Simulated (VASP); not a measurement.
Wanted: the native input for a VASP 6.6.1 run.

| Item | Value |
| --- | --- |
| Task | relaxation of cell and atoms |
| Functional | PBE |
| Potentials or basis | VASP PAW PBE potentials, release 64 (Li_sv, Se) |
| Cutoff | 600 eV |
| k mesh | 6 × 6 × 2 |
| Occupations | gaussian, width 0.1 eV |
| Spin | no spin polarisation |
| Dipole correction | no |
| Further INCAR settings | ALGO = Normal; EDIFF = 1e-07; IBRION = 2; EDIFFG = -0.04; NSW = 90; ISIF = 3 |

The structure of LiSe3 lies in POSCAR:

```
LiSe3
1.0
    3.6162872941      0.0000000000      0.0000000000
   -1.8081436470      3.1317966641      0.0000000000
    0.0000000000      0.0000000000      7.8992196743
Li Se
1 3
Direct
    0.0000000000      0.0000000000      0.5000000000
    0.6666666667      0.3333333333      0.6824050238
    0.6666666667      0.3333333333      0.3175949762
    0.6666666667      0.3333333333      0.0000000000
```

These files were run (other wordings do the same):

INCAR

```
PREC = Accurate ; ENCUT = 600
EDIFF = 1E-7 ; ISMEAR = 0
SIGMA = 0.1 ; LREAL = False
LASPH = True ; NELM = 80
ALGO = Normal ; ISIF = 3
LWAVE = False ; LCHARG = False
GGA = PE ; IBRION = 2
NSW = 90 ; EDIFFG = -0.04
```

KPOINTS

```
regular mesh
0
Gamma
  6 6 2
```

Potentials or basis: VASP PAW PBE potentials, release 64 (Li_sv, Se).

Run with:

```bash
$ cat potpaw_PBE.64/Li_sv/POTCAR potpaw_PBE.64/Se/POTCAR > POTCAR
$ mpirun -np 1 vasp_std > vasp.out
```

Results of the run:

```json
{
 "Relaxed volume": "25.22 Å³/atom",
 "Relaxed cell": "a = 3.960 Å, b = 3.960 Å, c = 7.427 Å, α = 90.00°, β = 90.00°, γ = 120.00°",
 "Space group after relaxing (to 0.05 Å)": "P-6m2 (No. 187)",
 "Energy gained by relaxing": "97.5 meV/atom",
 "Ionic steps": "10",
 "Pressure after relaxing": "0.1 GPa",
 "Largest force after relaxing": "0.016 eV/Å"
}
```

Caveat: the k points lie up to 0.42 Å⁻¹ apart in the final cell; the cutoff is under 1.25 times the usual one of these potentials, so pressure, stress and relaxed cells hold a basis-set (Pulay) error.

Run time: 88 s on 1 thread of Intel(R) Xeon(R) 6975P-C (Granite Rapids), on a shared host, peak memory 0.24 GiB.
